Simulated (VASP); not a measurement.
Here is a VASP 6.6.1 calculation.

The input INCAR:

```
SYSTEM = ZnO
PREC = Accurate
ENCUT = 520
EDIFF = 1E-7
ISMEAR = -1
SIGMA = 0.05
LREAL = .FALSE.
LASPH = .TRUE.
NELM = 80
ALGO = Normal
ISIF = 2
LWAVE = .FALSE.
LCHARG = .FALSE.
GGA = PE
NBANDS = 26
```

File KPOINTS:

```
Automatic mesh
0
G
  7 7 4
  0 0 0
```

POSCAR

```
ZnO
1.0
    3.2493080000      0.0000000000      0.0000000000
   -1.6246540000      2.8139832727      0.0000000000
    0.0000000000      0.0000000000      5.2057090000
Zn O
2 2
Direct
    0.6666666667      0.3333333333     -0.0009811968
    0.3333333333      0.6666666667      0.4990188032
    0.3333333333      0.6666666667      0.8799911968
    0.6666666667      0.3333333333      0.3799911968
```

Potentials or basis: VASP PAW PBE potentials, release 64 (Zn, O).

Command:

```sh
$ cat potpaw_PBE.64/Zn/POTCAR potpaw_PBE.64/O/POTCAR > POTCAR
$ mpirun -np 1 vasp_std > vasp.out
```

Q: What does it give for the largest force?

A: 0.003 eV/Å.

Q: Estimate the pressure.

A: 5.9 GPa.

Q: What does it give for the band gap on the k mesh?

A: 0.79 eV, direct.

Stress tensor (GPa, compression positive):
```
5.70 0.00 0.00
0.00 5.70 0.00
0.00 0.00 6.43
```

A hybrid or GW would open this gap; PBE tends to underestimate it.
